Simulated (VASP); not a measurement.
# Cs3Li4Cd (Pm-3m) in VASP: notebook

Cs3Li4Cd is run at these levels: PBE; tasks: single point, relaxation of cell and atoms.

Program: VASP 6.6.1. These are calculated values, not measurements. Logs are shortened: lines on timing, memory, paths and dates and some standing lists are left out, and cuts for length are marked.

## 1. The cell of the first run

Symmetry: Pm-3m, No. 221, cubic system. Conventional cell: a = 6.174 Å, b = 6.174 Å, c = 6.174 Å, α = 90.00°, β = 90.00°, γ = 90.00°. Within 4.1 Å of Cs (site symmetry 4/mmm) lie 6 Li at 3.09 Å. Li (site symmetry m-3m) has 6 Cs at 3.09 Å within 4.1 Å. Li (site symmetry 4/mmm) has 4 Cs at 3.09 Å and 2 Cd at 3.09 Å within 4.1 Å. Cd (site symmetry m-3m) has 6 Li at 3.09 Å within 4.1 Å.

The cell was built from a structure type or drawn by symmetry, and may not be a known phase.

## 2. Single point, PBE

Input file INCAR:

```
PREC = Accurate
ENCUT = 520
EDIFF = 1E-6
ISMEAR = 0
SIGMA = 0.1
LREAL = F
LASPH = T
NELM = 100
ALGO = Normal
ISIF = 2
LWAVE = F
LCHARG = F
GGA = PE
NBANDS = 36
```

Input file KPOINTS:

```
regular mesh
0
Gamma
  4 4 4
```

Input file POSCAR:

```
Cs3Li4Cd
1.0
    6.1738309200      0.0000000000      0.0000000000
    0.0000000000      6.1738309200      0.0000000000
    0.0000000000      0.0000000000      6.1738309200
Cs Li Cd
3 4 1
Direct
    0.0000000000      0.0000000000      0.5000000000
    0.0000000000      0.5000000000      0.0000000000
    0.5000000000      0.0000000000      0.0000000000
    0.0000000000      0.0000000000      0.0000000000
    0.5000000000      0.5000000000      0.0000000000
    0.5000000000      0.0000000000      0.5000000000
    0.0000000000      0.5000000000      0.5000000000
    0.5000000000      0.5000000000      0.5000000000
```

Potentials or basis: VASP PAW PBE potentials, release 64 (Cs_sv, Li_sv, Cd).

Run with:

```console
> cat potpaw_PBE.64/Cs_sv/POTCAR potpaw_PBE.64/Li_sv/POTCAR potpaw_PBE.64/Cd/POTCAR > POTCAR
> mpirun -np 1 vasp_std > vasp.out
```

OUTCAR:

```text
PREC = Accurate
   ENCUT = 520
   EDIFF = 1E-6
   ISMEAR = 0
   LREAL = F
   LASPH = T
   NELM = 100
   ISIF = 2
   GGA = PE

 ion  position               nearest neighbor table
   1  0.000  0.000  0.500-
   2  0.000  0.500  0.000-
   3  0.500  0.000  0.000-
   4  0.000  0.000  0.000-
   5  0.500  0.500  0.000-   8 3.09   8 3.09
   6  0.500  0.000  0.500-   8 3.09   8 3.09
   7  0.000  0.500  0.500-   8 3.09   8 3.09
   8  0.500  0.500  0.500-   5 3.09   6 3.09   7 3.09   5 3.09   6 3.09   7 3.09

  LATTYP: Found a simple cubic cell.
 ALAT       =     6.1738309200

  Lattice vectors:

 A1 = (   6.1738309200,   0.0000000000,   0.0000000000)
 A2 = (   0.0000000000,   6.1738309200,   0.0000000000)
 A3 = (   0.0000000000,   0.0000000000,   6.1738309200)

Analysis of symmetry for initial positions (statically):
=====================================================================
 Subroutine PRICEL returns:
 Original cell was already a primitive cell.

 Routine SETGRP: Setting up the symmetry group for a
 simple cubic supercell.

 Subroutine GETGRP returns: Found 48 space group operations
 (whereof 48 operations were pure point group operations)
 out of a pool of 48 trial point group operations.

The static configuration has the point symmetry O_h .

Analysis of symmetry for dynamics (positions and initial velocities):
=====================================================================
 Subroutine PRICEL returns:
 Original cell was already a primitive cell.

 Routine SETGRP: Setting up the symmetry group for a
 simple cubic supercell.

 Subroutine GETGRP returns: Found 48 space group operations
 (whereof 48 operations were pure point group operations)
 out of a pool of 48 trial point group operations.

The dynamic configuration has the point symmetry O_h .

 Subroutine INISYM returns: Found 48 space group operations
 (whereof 48 operations are pure point group operations),
 and found     1 'primitive' translations

----------------------------------------------------------------------------------------

                                     Primitive cell

[... 79 lines left out ...]
   ISTART =      0    job   : 0-new  1-cont  2-samecut
   ICHARG =      2    charge: 1-file 2-atom 10-const
   ISPIN  =      1    spin polarized calculation?
   LNONCOLLINEAR =      F non collinear calculations
   LSORBIT =      F    spin-orbit coupling
   LASPH  =      T    aspherical Exc in radial PAW
   ENCUT  =  520.0 eV  38.22 Ry    6.18 a.u.  11.48 11.48 11.48*2*pi/ulx,y,z
   NELM   =    100;   NELMIN=  2; NELMDL= -5     # of ELM steps
   EDIFF  = 0.1E-05   stopping-criterion for ELM
   LREAL  =      F    real-space projection
[... 7 lines left out ...]
   TEBEG  =    0.0;   TEEND  =   0.0 temperature during run
   PSTRESS=    0.0 pullay stress
   NELECT =      51.0000    total number of electrons
   NUPDOWN=      -1.0000    fix difference up-down
   EMIN   =  10.00;   EMAX   =-10.00  energy-range for DOS
   EFERMI =   0.00;   METHOD = LEGACY
   ISMEAR =     0;   SIGMA  =   0.10  broadening in eV -4-tet -1-fermi 0-gaus
   EFERMI_NEDOS =   21; number of points for ismear=-14 and -15
   IALGO  =     38    algorithm
   IMIX   =      4    mixing-type and parameters
     AMIX     =   0.40;   BMIX     =  1.00
     AMIX_MAG =   1.60;   BMIX_MAG =  1.00
  volume/ion in A,a.u.               =      29.42       198.50
  Fermi-wavevector in a.u.,A,eV,Ry     =   0.983355  1.858271 13.156647  0.966986
  Thomas-Fermi vector in A             =   2.114506
   LORBIT       =      0    0 simple, 1 ext, 2 COOP (PROOUT), +10 PAW based schemes
   GGA     = PE    functional components
   LHFCALC =     F    Hartree Fock is set to
   AEXX    =    0.0000 exact exchange contribution
   IVDW    =     0    specifies the selected vdW correction
   LEPSILON=     F    determine dielectric tensor
   LRPA    =     F    only Hartree local field effects (RPA)
 non-spin polarized calculation
 Gauss-broadening in eV      SIGMA  =   0.10
  energy-cutoff  :      520.00
  volume of cell :      235.32
 maximum number of plane-waves:      6382
 NGX is ok and might be reduce to    48
   NGX = 23   NGY = 23   NGZ = 23

 number of electron      50.9999992 magnetization

 Free energy of the ion-electron system (eV)
  ---------------------------------------------------
  ext. energy  EPLUGINS =         0.00000000
  ---------------------------------------------------
  free energy    TOTEN  =        -5.72820602 eV

  energy without entropy =       -5.68990324  energy(sigma->0) =       -5.70905463

 E-fermi :   2.7966     XC(G=0):  -8.2606

 val. band max:        2.7861142567   @ k =   0.2500   0.0000   0.0000
 cond. band min:       2.8316526152   @ k =   0.5000   0.2500   0.2500
 fundamental gap:      0.0455383585
 Fermi energy:         2.7965849484

 k-point     1 :       0.0000    0.0000    0.0000
  band No.  band energies     occupation
      1     -45.2497      2.00000
      2     -45.2495      2.00000
      3     -45.2495      2.00000
      4     -45.1421      2.00000
      5     -20.6917      2.00000
      6     -20.5699      2.00000
[... 379 lines left out ...]
     35       4.8569      0.00000
     36       6.0915      0.00000

------------------------ aborting loop because EDIFF is reached ----------------------------------------

  FORCE on cell =-STRESS in cart. coord.  units (eV):
  Direction    XX          YY          ZZ          XY          YZ          ZX
  --------------------------------------------------------------------------------------
  -------------------------------------------------------------------------------------
  Total        6.8948918      6.8948918      6.8948918     -0.0000000      0.0000000     -0.0000000
  in kB       46.9433247     46.9433247     46.9433247     -0.0000000      0.0000000     -0.0000000
  external PRESSURE =      46.9433247 kB  Pullay stress =       0.0000000 kB

 VOLUME and BASIS-vectors are now :
 -----------------------------------------------------------------------------
  energy-cutoff  :      520.00
  volume of cell :      235.32
      direct lattice vectors                 reciprocal lattice vectors
     6.173830920  0.000000000  0.000000000     0.161973986  0.000000000  0.000000000
     0.000000000  6.173830920  0.000000000     0.000000000  0.161973986  0.000000000
     0.000000000  0.000000000  6.173830920     0.000000000  0.000000000  0.161973986

 POSITION                                       TOTAL-FORCE (eV/Angst)
 -----------------------------------------------------------------------------------
      0.00000      0.00000      3.08692         0.000000      0.000000      0.000000
      0.00000      3.08692      0.00000         0.000000      0.000000      0.000000
      3.08692      0.00000      0.00000         0.000000      0.000000      0.000000
      0.00000      0.00000      0.00000         0.000000      0.000000      0.000000
      3.08692      3.08692      0.00000         0.000000      0.000000      0.000000
      3.08692      0.00000      3.08692         0.000000      0.000000      0.000000
      0.00000      3.08692      3.08692         0.000000      0.000000      0.000000
      3.08692      3.08692      3.08692         0.000000      0.000000      0.000000
 -----------------------------------------------------------------------------------
    total drift:                                0.000000     -0.000000      0.000000

  FREE ENERGIE OF THE ION-ELECTRON SYSTEM (eV)
  ---------------------------------------------------
  free  energy   TOTEN  =        -5.7282060216 eV

  energy  without entropy=       -5.6899032391  energy(sigma->0) =       -5.70905463
```

Wall time 63 s (1 thread of Intel Xeon Platinum 8488C (Sapphire Rapids), shared host); peak memory 0.35 GiB.

Results:

| Property | Result |
| --- | --- |
| Free energy | -5.7282 eV |
| Band gap on the k mesh | zero (an odd number of electrons rules out a gap without spin polarisation) |

Caveat: the cutoff is under 1.25 times the usual one of these potentials, so pressure, stress and relaxed cells hold a basis-set (Pulay) error; spin-orbit coupling is left out, which moves the levels of the heavy elements.

## 3. Single point, PBE

This run uses another cell than the first one, of 54.71 Å³/atom.

Input file INCAR:

```
ALGO = Normal ; EDIFF = 1E-6
ENCUT = 520 ; GGA = PE
ISIF = 2 ; ISMEAR = 0
LASPH = True ; LCHARG = False
LREAL = False ; LWAVE = False
NBANDS = 36 ; NELM = 100
PREC = Accurate ; SIGMA = 0.1
```

Input file KPOINTS:

```
k-points
0
Gamma
  4 4 4
```

POSCAR: that of step 2 with these lines changed.

```diff
@@ -2,5 +2,5 @@
 1.0
-    6.1738309200      0.0000000000      0.0000000000
-    0.0000000000      6.1738309200      0.0000000000
-    0.0000000000      0.0000000000      6.1738309200
+    7.5923392523      0.0000000000      0.0000000000
+    0.0000000000      7.5923392523      0.0000000000
+    0.0000000000      0.0000000000      7.5923392523
 Cs Li Cd
```

Potentials or basis: VASP PAW PBE potentials, release 64 (Cs_sv, Li_sv, Cd).

Run with:

```console
> cat potpaw_PBE.64/Cs_sv/POTCAR potpaw_PBE.64/Li_sv/POTCAR potpaw_PBE.64/Cd/POTCAR > POTCAR
> mpirun -np 1 vasp_std > vasp.out
```

Run time: 1.8 min. Hardware: 1 thread of Intel Xeon Platinum 8488C (Sapphire Rapids), shared host; peak memory 0.48 GiB.

Results (log left out):

```yaml
Free_energy: -7.5671 eV
Band_gap_on_the_k_mesh: zero (an odd number of electrons rules out a gap without spin polarisation)
```

Levels at points of the mesh, in eV from the Fermi level:
```tsv
k point	band 22	band 23	band 24	band 25	band 26	band 27	band 28	band 29
(0.00, 0.00, 0.00)	-3.30	-1.33	-0.23	-0.23	0.16	0.16	0.16	0.49
(0.50, 0.00, 0.00)	-3.09	-1.64	-0.31	-0.11	0.12	0.12	0.30	1.01
(0.50, 0.50, 0.00)	-2.99	-1.07	-1.07	-0.73	0.16	0.60	0.60	0.80
(0.50, 0.50, 0.50)	-2.99	-0.45	-0.45	-0.45	-0.41	-0.41	-0.41	0.05
```

Caveat: the cutoff is under 1.25 times the usual one of these potentials, so pressure, stress and relaxed cells hold a basis-set (Pulay) error; spin-orbit coupling is left out, which moves the levels of the heavy elements.

## 4. Relaxation of cell and atoms, PBE

Input file INCAR:

```
SYSTEM = Cs3Li4Cd
ALGO = Normal
EDIFF = 1E-6
EDIFFG = -0.04
ENCUT = 600
GGA = PE
IBRION = 2
ISIF = 3
ISMEAR = 0
LASPH = .TRUE.
LCHARG = .FALSE.
LREAL = .FALSE.
LWAVE = .FALSE.
NELM = 100
NSW = 90
PREC = Accurate
SIGMA = 0.1
```

Input file KPOINTS:

```
k-points
0
G
  4 4 4
  0 0 0
```

POSCAR: that of step 3 with these lines changed.

```diff
@@ -2,5 +2,5 @@
 1.0
-    7.5923392523      0.0000000000      0.0000000000
-    0.0000000000      7.5923392523      0.0000000000
-    0.0000000000      0.0000000000      7.5923392523
+    6.1738309200      0.0000000000      0.0000000000
+    0.0000000000      6.1738309200      0.0000000000
+    0.0000000000      0.0000000000      6.1738309200
 Cs Li Cd
```

Potentials or basis: VASP PAW PBE potentials, release 64 (Cs_sv, Li_sv, Cd).

Run with:

```console
> cat potpaw_PBE.64/Cs_sv/POTCAR potpaw_PBE.64/Li_sv/POTCAR potpaw_PBE.64/Cd/POTCAR > POTCAR
> mpirun -np 1 vasp_std > vasp.out
```

OUTCAR:

```text
SYSTEM = Cs3Li4Cd
   EDIFF = 1E-6
   EDIFFG = -0.04
   ENCUT = 600
   GGA = PE
   IBRION = 2
   ISIF = 3
   ISMEAR = 0
   LASPH = .TRUE.
   LREAL = .FALSE.
   NELM = 100
   NSW = 90
   PREC = Accurate

 ion  position               nearest neighbor table
   1  0.000  0.000  0.500-
   2  0.000  0.500  0.000-
   3  0.500  0.000  0.000-
   4  0.000  0.000  0.000-
   5  0.500  0.500  0.000-   8 3.09   8 3.09
   6  0.500  0.000  0.500-   8 3.09   8 3.09
   7  0.000  0.500  0.500-   8 3.09   8 3.09
   8  0.500  0.500  0.500-   5 3.09   6 3.09   7 3.09   5 3.09   6 3.09   7 3.09

  LATTYP: Found a simple cubic cell.
 ALAT       =     6.1738309200

  Lattice vectors:

 A1 = (   6.1738309200,   0.0000000000,   0.0000000000)
 A2 = (   0.0000000000,   6.1738309200,   0.0000000000)
 A3 = (   0.0000000000,   0.0000000000,   6.1738309200)

Analysis of symmetry for initial positions (statically):
=====================================================================
 Subroutine PRICEL returns:
 Original cell was already a primitive cell.

 Routine SETGRP: Setting up the symmetry group for a
 simple cubic supercell.

 Subroutine GETGRP returns: Found 48 space group operations
 (whereof 48 operations were pure point group operations)
[... 152 lines left out ...]

--------------------------------------- Ionic step        1  -------------------------------------------

 number of electron      51.0000024 magnetization

 Free energy of the ion-electron system (eV)
  ---------------------------------------------------
  ext. energy  EPLUGINS =         0.00000000
  ---------------------------------------------------
  free energy    TOTEN  =        -5.72720938 eV

  energy without entropy =       -5.68891805  energy(sigma->0) =       -5.70806371

------------------------ aborting loop because EDIFF is reached ----------------------------------------

  FORCE on cell =-STRESS in cart. coord.  units (eV):
  Direction    XX          YY          ZZ          XY          YZ          ZX
  --------------------------------------------------------------------------------------
  -------------------------------------------------------------------------------------
  Total        6.8813453      6.8813453      6.8813453     -0.0000000      0.0000000     -0.0000000
  in kB       46.8510942     46.8510942     46.8510942     -0.0000000      0.0000000     -0.0000000
  external PRESSURE =      46.8510942 kB  Pullay stress =       0.0000000 kB
[... 113 lines left out ...]
--------------------------------------- Ionic step        4  -------------------------------------------

 number of electron      50.9999833 magnetization

 Free energy of the ion-electron system (eV)
  ---------------------------------------------------
  ext. energy  EPLUGINS =         0.00000000
  ---------------------------------------------------
  free energy    TOTEN  =        -7.34647966 eV

  energy without entropy =       -7.30435202  energy(sigma->0) =       -7.32541584

 E-fermi :   0.8808     XC(G=0):  -6.6386

 val. band max:        0.7622339319   @ k =   0.2500   0.2500   0.2500
 cond. band min:       0.9202329821   @ k =   0.5000   0.5000   0.0000
 fundamental gap:      0.1579990502
 Fermi energy:         0.8807935928

 k-point     1 :       0.0000    0.0000    0.0000
  band No.  band energies     occupation
      1     -47.5170      2.00000
      2     -47.5169      2.00000
      3     -47.5169      2.00000
      4     -46.8772      2.00000
      5     -22.4151      2.00000
      6     -22.3990      2.00000
[... 354 lines left out ...]
  FREE ENERGIE OF THE ION-ELECTRON SYSTEM (eV)
  ---------------------------------------------------
  free  energy   TOTEN  =        -7.3464796580 eV

  energy  without entropy=       -7.3043520177  energy(sigma->0) =       -7.32541584

 reached required accuracy - stopping structural energy minimisation
```

OSZICAR:

```text
N       E                     dE             d eps       ncg     rms          rms(c)
DAV:   1     0.427497460272E+03    0.42750E+03   -0.22365E+04   600   0.171E+03
DAV:   2     0.450889393661E+02   -0.38241E+03   -0.37527E+03   694   0.374E+02
DAV:   3     0.906764462372E+00   -0.44182E+02   -0.43806E+02   852   0.108E+02
[... 41 lines left out ...]
DAV:   6    -0.734654774180E+01   -0.45409E-04   -0.97898E-04   748   0.158E-01    0.117E-01
DAV:   7    -0.734647796836E+01    0.69773E-04   -0.44484E-04   692   0.899E-02    0.182E-02
DAV:   8    -0.734648001517E+01   -0.20468E-05   -0.33814E-05   838   0.221E-02    0.121E-02
DAV:   9    -0.734647892821E+01    0.10870E-05   -0.25563E-06   558   0.103E-02    0.316E-03
DAV:  10    -0.734647965804E+01   -0.72983E-06   -0.55990E-07   418   0.406E-03
   4 F= -.73464797E+01 E0= -.73254158E+01  d E =-.161927E+01
```

It took 3.4 min on 1 thread of Intel Xeon Platinum 8488C (Sapphire Rapids), shared host; peak memory 0.41 GiB.

Results:

```yaml
Free_energy: -7.3465 eV
Relaxed_volume: 47.84 Å³/atom
Relaxed_cell: a = 7.260 Å, b = 7.260 Å, c = 7.260 Å, α = 90.00°, β = 90.00°, γ = 90.00°
Space_group_after_relaxing_to_0.1_Å: Pm-3m (No. 221)
Energy_gained_by_relaxing: 202.4 meV/atom
Ionic_steps: 4
Pressure_after_relaxing: -0.1 GPa
Band_gap_on_the_k_mesh: zero (an odd number of electrons rules out a gap without spin polarisation)
```

The path:
```csv
step,energy change (eV),largest force (eV/Å),pressure (GPa),volume (Å³)
1,0.0000,0.0000,4.69,235.32
2,-0.7131,0.0000,2.97,265.85
3,-1.5822,0.0000,0.49,354.29
4,-1.6193,0.0000,-0.06,382.70
```

Final structure:
```
Cs Li Cd
1.0
     7.26028    0.00000    0.00000
     0.00000    7.26028    0.00000
     0.00000    0.00000    7.26028
Cs Li Cd
3 4 1
Cartesian
  0.0000 0.0000 3.6301
  0.0000 3.6301 0.0000
  3.6301 0.0000 0.0000
  0.0000 0.0000 0.0000
  3.6301 3.6301 0.0000
  3.6301 0.0000 3.6301
  0.0000 3.6301 3.6301
  3.6301 3.6301 3.6301
```

Levels at points of the mesh, in eV from the Fermi level:
```csv
k point,band 23,band 24,band 25,band 26,band 27,band 28
"(0.00, 0.00, 0.00)",-1.32,-0.17,-0.17,0.17,0.17,0.17
"(0.50, 0.00, 0.00)",-1.70,-0.29,0.05,0.05,0.10,0.47
"(0.50, 0.50, 0.00)",-1.09,-1.09,-0.64,0.04,0.60,0.60
"(0.50, 0.50, 0.50)",-0.53,-0.53,-0.53,-0.30,-0.30,-0.30
```

Caveat: the cutoff is under 1.25 times the usual one of these potentials, so pressure, stress and relaxed cells hold a basis-set (Pulay) error; the volume moved by over 15 % at a fixed basis, so the end points are rough; spin-orbit coupling is left out, which moves the levels of the heavy elements.

## 5. Summary

| task | cell | cutoff (eV) | gap on the mesh (eV) |
| --- | --- | --- | --- |
| single point | a = 6.174 Å, 8 atoms | 520 | none |
| single point | a = 7.592 Å, 8 atoms | 520 | none |
| relaxation of cell and atoms | relaxed from a = 6.174 Å, 8 atoms | 600 | none |

Alike in all rows: level PBE; potentials or basis VASP PAW PBE potentials, release 64 (Cs_sv, Li_sv, Cd); no spin polarisation; k mesh 4 × 4 × 4; smearing gaussian 0.1 eV.

Caveats: the cutoff is under 1.25 times the usual one of these potentials, so pressure, stress and relaxed cells hold a basis-set (Pulay) error; spin-orbit coupling is left out, which moves the levels of the heavy elements; the volume moved by over 15 % at a fixed basis, so the end points are rough (at least some runs).

Absolute energies hang on the potentials; compare differences alone.
